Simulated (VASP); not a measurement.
# KI (P1) in VASP: further runs

KI is run at these levels: PBEsol; tasks: single point.

All numbers are computed with VASP 6.6.1; they aren't measurements. Logs are shortened: lines on timing, memory, paths and dates and some standing lists are left out, and cuts for length are marked.

## (1) The cell of the first run

The typed cell holds 4 atoms: a = 6.039 Å, b = 6.039 Å, c = 7.039 Å, α = 90.00°, β = 90.00°, γ = 120.00°.

## (2) Single point, PBEsol

The input, INCAR:

```
PREC = Accurate
ENCUT = 520
EDIFF = 1E-7
ISMEAR = -1
SIGMA = 0.052
LREAL = F
LASPH = T
NELM = 80
ALGO = Normal
ISIF = 2
LWAVE = F
LCHARG = F
GGA = PS
NBANDS = 24
```

The input, KPOINTS:

```
regular mesh
0
Gamma
  6 6 2
```

The input, POSCAR:

```
KI
1.0
    6.0394507995      0.0000000000      0.0000000000
   -3.0197253998      5.2303178172      0.0000000000
    0.0000000000      0.0000000000      7.0391247621
K I
2 2
Direct
    0.3294810490      0.6494089114     -0.0656075884
    0.6973550681      0.3607518828      0.4626543938
    0.3272815651      0.6618452494      0.4311739176
    0.6644503275      0.3350241919      0.9370336829
```

Potentials or basis: VASP PAW PBE potentials, release 64 (K_sv, I).

On the command line:

```console
$ cat potpaw_PBE.64/K_sv/POTCAR potpaw_PBE.64/I/POTCAR > POTCAR
$ mpirun -np 1 vasp_std > vasp.out
```

OUTCAR:

```text
PREC = Accurate
   ENCUT = 520
   EDIFF = 1E-7
   ISMEAR = -1
   LREAL = F
   LASPH = T
   NELM = 80
   ISIF = 2
   GGA = PS

 ion  position               nearest neighbor table
   1  0.329  0.649  0.934-   4 3.40   4 3.48   3 3.50   3 3.54   4 3.59
   2  0.697  0.361  0.463-   3 3.30   4 3.34   3 3.52   3 3.66
   3  0.327  0.662  0.431-   2 3.30   1 3.50   2 3.52   1 3.54   2 3.66
   4  0.664  0.335  0.937-   2 3.34   1 3.40   1 3.48   1 3.59

  LATTYP: Found a hexagonal cell.
 ALAT       =     6.0394507995
 C/A-ratio  =     1.1655239848

  Lattice vectors:

 A1 = (   6.0394507995,   0.0000000000,   0.0000000000)
 A2 = (  -3.0197253998,   5.2303178172,   0.0000000000)
 A3 = (   0.0000000000,   0.0000000000,   7.0391247621)

Analysis of symmetry for initial positions (statically):
=====================================================================
 Subroutine PRICEL returns:
 Original cell was already a primitive cell.

 Routine SETGRP: Setting up the symmetry group for a
 hexagonal supercell.

 Subroutine GETGRP returns: Found  1 space group operations
 (whereof  1 operations were pure point group operations)
 out of a pool of 24 trial point group operations.

The static configuration has the point symmetry C_1 .

Analysis of symmetry for dynamics (positions and initial velocities):
=====================================================================
 Subroutine PRICEL returns:
 Original cell was already a primitive cell.

 Routine SETGRP: Setting up the symmetry group for a
 hexagonal supercell.

 Subroutine GETGRP returns: Found  1 space group operations
 (whereof  1 operations were pure point group operations)
 out of a pool of 24 trial point group operations.

The dynamic configuration has the point symmetry C_1 .

 Subroutine INISYM returns: Found  1 space group operations
 (whereof  1 operations are pure point group operations),
 and found     1 'primitive' translations

----------------------------------------------------------------------------------------

                                     Primitive cell

  volume of cell :     222.3536

  direct lattice vectors                    reciprocal lattice vectors
     6.039450799  0.000000000  0.000000000     0.165577969  0.095596485  0.000000000
    -3.019725400  5.230317817  0.000000000     0.000000000  0.191192970  0.000000000
     0.000000000  0.000000000  7.039124762     0.000000000  0.000000000  0.142063116

  length of vectors
     6.039450799  6.039450799  7.039124762     0.191192970  0.191192970  0.142063116

  position of ions in fractional coordinates (direct lattice)
     0.329481049  0.649408911  0.934392412
     0.697355068  0.360751883  0.462654394
     0.327281565  0.661845249  0.431173918
     0.664450327  0.335024192  0.937033683

  ion indices of the primitive-cell ions
   primitive index   ion index
                 1           1
                 2           2
                 3           3
                 4           4

----------------------------------------------------------------------------------------

 KPOINTS: regular mesh

Automatic generation of k-mesh.
 Grid dimensions read from file:
 generate k-points for:    6    6    2

 Generating k-lattice:

  Cartesian coordinates                     Fractional coordinates (reciprocal lattice)
     0.027596328  0.015932748  0.000000000     0.166666667  0.000000000  0.000000000
     0.000000000  0.031865495  0.000000000     0.000000000  0.166666667  0.000000000
     0.000000000  0.000000000  0.071031558     0.000000000  0.000000000  0.500000000

  Length of vectors
     0.031865495  0.031865495  0.071031558

  Shift w.r.t. Gamma in fractional coordinates (k-lattice)
     0.000000000  0.000000000  0.000000000

 Subroutine IBZKPT returns following result:
 ===========================================

 Found     40 irreducible k-points:

 Following reciprocal coordinates:
            Coordinates               Weight
  0.000000  0.000000  0.000000      1.000000
  0.166667 -0.000000  0.000000      2.000000
  0.000000  0.166667  0.000000      2.000000
 -0.166667  0.166667  0.000000      2.000000
  0.333333  0.000000  0.000000      2.000000
  0.000000  0.333333  0.000000      2.000000
[... 16 lines left out ...]
  0.000000  0.166667  0.500000      2.000000
 -0.166667  0.166667  0.500000      2.000000
 [... further k-points ...]
   k-points           NKPTS =     40   k-points in BZ     NKDIM =     40   number of bands    NBANDS=     24
   number of dos      NEDOS =    301   number of ions     NIONS =      4
   total plane-waves  NPLWV = 124416
   dimension x,y,z NGX =    48 NGY =   48 NGZ =   54
   dimension x,y,z NGXF=    96 NGYF=   96 NGZF=  108
   ions per type =               2   2
   NGX,Y,Z   is equivalent  to a cutoff of  13.21, 13.21, 12.75 a.u.
   NGXF,Y,Z  is equivalent  to a cutoff of  26.43, 26.43, 25.51 a.u.
 SYSTEM =  unknown system
   PREC   = accura    normal or accurate (medium, high low for compatibility)
   ISTART =      0    job   : 0-new  1-cont  2-samecut
   ICHARG =      2    charge: 1-file 2-atom 10-const
   ISPIN  =      1    spin polarized calculation?
   LNONCOLLINEAR =      F non collinear calculations
   LSORBIT =      F    spin-orbit coupling
   LASPH  =      T    aspherical Exc in radial PAW
   ENCUT  =  520.0 eV  38.22 Ry    6.18 a.u.  11.23 11.23 13.09*2*pi/ulx,y,z
   NELM   =     80;   NELMIN=  2; NELMDL= -5     # of ELM steps
   EDIFF  = 0.1E-06   stopping-criterion for ELM
   LREAL  =      F    real-space projection
   EDIFFG = 0.1E-05   stopping-criterion for IOM
   NSW    =      0    number of steps for IOM
   IBRION =     -1    ionic relax: 0-MD 1-quasi-New 2-CG
   NFREE  =      0    steps in history (QN), initial steepest desc. (CG)
   ISIF   =      2    stress and relaxation
   ISYM   =      2    0-nonsym 1-usesym 2-fastsym
   POTIM  = 0.5000    time-step for ionic-motion
   TEBEG  =    0.0;   TEEND  =   0.0 temperature during run
   PSTRESS=    0.0 pullay stress
   NELECT =      32.0000    total number of electrons
   NUPDOWN=      -1.0000    fix difference up-down
   EMIN   =  10.00;   EMAX   =-10.00  energy-range for DOS
   EFERMI =   0.00;   METHOD = LEGACY
   ISMEAR =    -1;   SIGMA  =   0.05  broadening in eV -4-tet -1-fermi 0-gaus
   EFERMI_NEDOS =   21; number of points for ismear=-14 and -15
   IALGO  =     38    algorithm
   IMIX   =      4    mixing-type and parameters
     AMIX     =   0.40;   BMIX     =  1.00
     AMIX_MAG =   1.60;   BMIX_MAG =  1.00
  volume/ion in A,a.u.               =      55.59       375.13
  Fermi-wavevector in a.u.,A,eV,Ry     =   0.857913  1.621221 10.014096  0.736015
  Thomas-Fermi vector in A             =   1.975039
   LORBIT       =      0    0 simple, 1 ext, 2 COOP (PROOUT), +10 PAW based schemes
   GGA     = PS    functional components
   LHFCALC =     F    Hartree Fock is set to
   AEXX    =    0.0000 exact exchange contribution
   IVDW    =     0    specifies the selected vdW correction
   LEPSILON=     F    determine dielectric tensor
   LRPA    =     F    only Hartree local field effects (RPA)
 non-spin polarized calculation
  energy-cutoff  :      520.00
  volume of cell :      222.35
 maximum number of plane-waves:      6038
 NGX is ok and might be reduce to    48
   NGX = 23   NGY = 23   NGZ = 27

 number of electron      31.9999999 magnetization

 Free energy of the ion-electron system (eV)
  ---------------------------------------------------
  ext. energy  EPLUGINS =         0.00000000
  ---------------------------------------------------
  free energy    TOTEN  =       -11.35488148 eV

  energy without entropy =      -11.35488148  energy(sigma->0) =      -11.35488148

 E-fermi :  -0.4425     XC(G=0):  -6.2096

 val. band max:       -1.5538121523   @ k =   0.0000   0.0000   0.0000
 cond. band min:       2.2080637154   @ k =   0.0000   0.0000   0.0000
 fundamental gap:      3.7618758677
 Fermi energy:        -0.4424615973

 k-point     1 :       0.0000    0.0000    0.0000
  band No.  band energies     occupation
      1     -30.0248      2.00000
      2     -30.0041      2.00000
      3     -13.6062      2.00000
      4     -13.6026      2.00000
      5     -13.5969      2.00000
      6     -13.5801      2.00000
[... 16 lines left out ...]
     23       5.5642      0.00000
     24       6.3183      0.00000

 k-point     2 :       0.1667   -0.0000    0.0000
  band No.  band energies     occupation
      1     -30.0248      2.00000
      2     -30.0040      2.00000
      3     -13.6190      2.00000
      4     -13.6028      2.00000
      5     -13.5978      2.00000
      6     -13.5925      2.00000
[... 16 lines left out ...]
     23       5.7558      0.00000
     24       5.9501      0.00000

 k-point     3 :       0.0000    0.1667    0.0000
  band No.  band energies     occupation
      1     -30.0248      2.00000
      2     -30.0040      2.00000
      3     -13.6143      2.00000
      4     -13.6038      2.00000
      5     -13.5991      2.00000
      6     -13.5891      2.00000
[... 16 lines left out ...]
     23       5.7563      0.00000
     24       5.8771      0.00000

 k-point     4 :      -0.1667    0.1667    0.0000
  band No.  band energies     occupation
      1     -30.0248      2.00000
      2     -30.0040      2.00000
      3     -13.6188      2.00000
      4     -13.6034      2.00000
      5     -13.5982      2.00000
      6     -13.5886      2.00000
[... 16 lines left out ...]
     23       5.7539      0.00000
     24       5.9245      0.00000

 k-point     5 :       0.3333    0.0000    0.0000
  band No.  band energies     occupation
      1     -30.0246      2.00000
      2     -30.0040      2.00000
      3     -13.6428      2.00000
      4     -13.6273      2.00000
      5     -13.6000      2.00000
      6     -13.5923      2.00000
[... 451 lines left out ...]
 k-point    22 :       0.1667   -0.0000    0.5000
  band No.  band energies     occupation
      1     -30.0247      2.00000
      2     -30.0041      2.00000
      3     -13.6483      2.00000
      4     -13.6435      2.00000
      5     -13.5959      2.00000
      6     -13.5795      2.00000
[... 16 lines left out ...]
     23       6.0680      0.00000
     24       6.3114      0.00000

 k-point    23 :       0.0000    0.1667    0.5000
  band No.  band energies     occupation
      1     -30.0247      2.00000
      2     -30.0041      2.00000
      3     -13.6409      2.00000
      4     -13.6381      2.00000
      5     -13.5973      2.00000
      6     -13.5812      2.00000
[... 16 lines left out ...]
     23       6.1397      0.00000
     24       6.3061      0.00000

 k-point    24 :      -0.1667    0.1667    0.5000
  band No.  band energies     occupation
      1     -30.0247      2.00000
      2     -30.0041      2.00000
      3     -13.6465      2.00000
      4     -13.6426      2.00000
      5     -13.5964      2.00000
      6     -13.5805      2.00000
[... 16 lines left out ...]
     23       6.0925      0.00000
     24       6.2940      0.00000

 [... further k-points ...]

------------------------ aborting loop because EDIFF is reached ----------------------------------------

  FORCE on cell =-STRESS in cart. coord.  units (eV):
  Direction    XX          YY          ZZ          XY          YZ          ZX
  --------------------------------------------------------------------------------------
  -------------------------------------------------------------------------------------
  Total        0.2191271     -0.5806537     -0.1397113      0.1608750     -0.0360997     -0.0471779
  in kB        1.5789289     -4.1839218     -1.0066947      1.1591911     -0.2601181     -0.3399422
  external PRESSURE =      -1.2038959 kB  Pullay stress =       0.0000000 kB

 VOLUME and BASIS-vectors are now :
 -----------------------------------------------------------------------------
  energy-cutoff  :      520.00
  volume of cell :      222.35
      direct lattice vectors                 reciprocal lattice vectors
     6.039450799  0.000000000  0.000000000     0.165577969  0.095596485  0.000000000
    -3.019725400  5.230317817  0.000000000     0.000000000  0.191192970  0.000000000
     0.000000000  0.000000000  7.039124762     0.000000000  0.000000000  0.142063116

 POSITION                                       TOTAL-FORCE (eV/Angst)
 -----------------------------------------------------------------------------------
      0.02885      3.39661      6.57730        -0.052892      0.095425      0.015769
      3.12227      1.88685      3.25668        -0.177742     -0.157496     -0.225202
     -0.02199      3.46166      3.03509         0.170036      0.139675      0.054032
      3.00123      1.75228      6.59590         0.060598     -0.077604      0.155400
 -----------------------------------------------------------------------------------
    total drift:                                0.000061      0.000073      0.000264

  FREE ENERGIE OF THE ION-ELECTRON SYSTEM (eV)
  ---------------------------------------------------
  free  energy   TOTEN  =       -11.3548814830 eV

  energy  without entropy=      -11.3548814829  energy(sigma->0) =      -11.35488148
```

Wall time 2.9 min (1 thread of Intel Xeon 6975P-C (Granite Rapids), shared host); peak memory 0.42 GiB.

Results:

```yaml
Free_energy: -11.3549 eV
Pressure: -0.1 GPa
Largest_force: 0.327 eV/Å
Band_gap_on_the_k_mesh: 3.76 eV
```

Forces on the atoms (eV/Å):
```
K   -0.053  0.095  0.016
K   -0.178 -0.157 -0.225
I    0.170  0.140  0.054
I    0.061 -0.078  0.155
```

Stress tensor (GPa, compression positive):
```
 0.16  0.12 -0.03
 0.12 -0.42 -0.03
-0.03 -0.03 -0.10
```

Caveat: the k points lie up to 0.45 Å⁻¹ apart; the structure was generated, so it needn't be the stable form of KI; the PAW data sets were made with another functional, which shifts forces and pressure a little; spin-orbit coupling is left out, which moves the levels of the heavy elements.

## (3) Single point, PBEsol

The input, INCAR:

```
SYSTEM = KI
ALGO     = Normal         ! electronic algorithm
EDIFF    = 1E-7           ! SCF threshold, eV
ENCUT    = 520            ! plane-wave cutoff, eV
GGA      = PS             ! functional
ISIF     = 2              ! what is computed and relaxed
ISMEAR   = -1             ! smearing method
LASPH    = .TRUE.         ! aspherical terms in the spheres
LCHARG   = .FALSE.        ! write CHGCAR
LREAL    = .FALSE.        ! projectors in reciprocal space
LWAVE    = .FALSE.        ! write WAVECAR
NBANDS   = 24             ! bands
NELM     = 100            ! most SCF steps
PREC     = Accurate       ! precision mode
SIGMA    = 0.052          ! smearing width, eV
```

The input, KPOINTS:

```
k-points
0
G
  6 6 2
  0 0 0
```

The input, POSCAR:

```
KI
1.0
    6.0394507995      0.0000000000      0.0000000000
   -3.0197253998      5.2303178172      0.0000000000
    0.0000000000      0.0000000000      7.0391247621
K I
2 2
Direct
    0.3278578821      0.6428857896     -0.0668294733
    0.7084261138      0.3710617725      0.4719231598
    0.3252832472      0.6601700166      0.4285778562
    0.6635378818      0.3355329564      0.9371504587
```

Potentials or basis: VASP PAW PBE potentials, release 64 (K_sv, I).

On the command line:

```console
$ cat potpaw_PBE.64/K_sv/POTCAR potpaw_PBE.64/I/POTCAR > POTCAR
$ mpirun -np 1 vasp_std > vasp.out
```

Run time: 3.8 min. Hardware: 1 thread of Intel Xeon 6975P-C (Granite Rapids), shared host; peak memory 0.41 GiB.

Results (log left out):

```
Free energy            : -11.3102 eV
Pressure               : 0.0 GPa
Largest force          : 0.463 eV/Å
Band gap on the k mesh : 3.77 eV
```

Forces in eV/Å, atoms in the order of the input:
```
K   -0.077  0.127  0.022
K   -0.266 -0.209 -0.316
I    0.257  0.188  0.070
I    0.086 -0.107  0.224
```

Stress tensor (GPa, compression positive):
```
 0.36  0.17 -0.07
 0.17 -0.43 -0.05
-0.07 -0.05  0.05
```

Levels at points of the mesh, in eV from the valence-band top:
```
           k point  band 12  band 13  band 14  band 15  band 16  band 17  band 18  band 19  band 20  band 21
(0.00, 0.00, 0.00)    -0.54    -0.52    -0.29    -0.25     0.00     3.77     5.78     6.12     6.49     7.00
(0.50, 0.00, 0.00)    -0.59    -0.56    -0.52    -0.30    -0.12     5.29     5.56     5.81     5.88     6.48
(0.00, 0.50, 0.00)    -0.61    -0.56    -0.46    -0.29    -0.18     5.47     5.54     5.70     5.83     6.55
(0.50, 0.50, 0.00)    -0.59    -0.55    -0.50    -0.31    -0.14     5.34     5.54     5.78     5.88     6.52
(0.00, 0.00, 0.50)    -0.66    -0.46    -0.43    -0.40    -0.37     4.88     5.01     6.73     6.88     6.95
(0.50, 0.00, 0.50)    -1.01    -0.42    -0.34    -0.26    -0.24     5.34     5.46     6.93     7.03     7.04
(0.00, 0.50, 0.50)    -0.97    -0.45    -0.40    -0.27    -0.22     5.46     5.59     6.84     7.03     7.10
(0.50, 0.50, 0.50)    -1.00    -0.42    -0.37    -0.27    -0.23     5.36     5.51     6.93     6.99     7.04
```

Caveat: the k points lie up to 0.45 Å⁻¹ apart; the structure was generated, so it needn't be the stable form of KI; the PAW data sets were made with another functional, which shifts forces and pressure a little; spin-orbit coupling is left out, which moves the levels of the heavy elements.
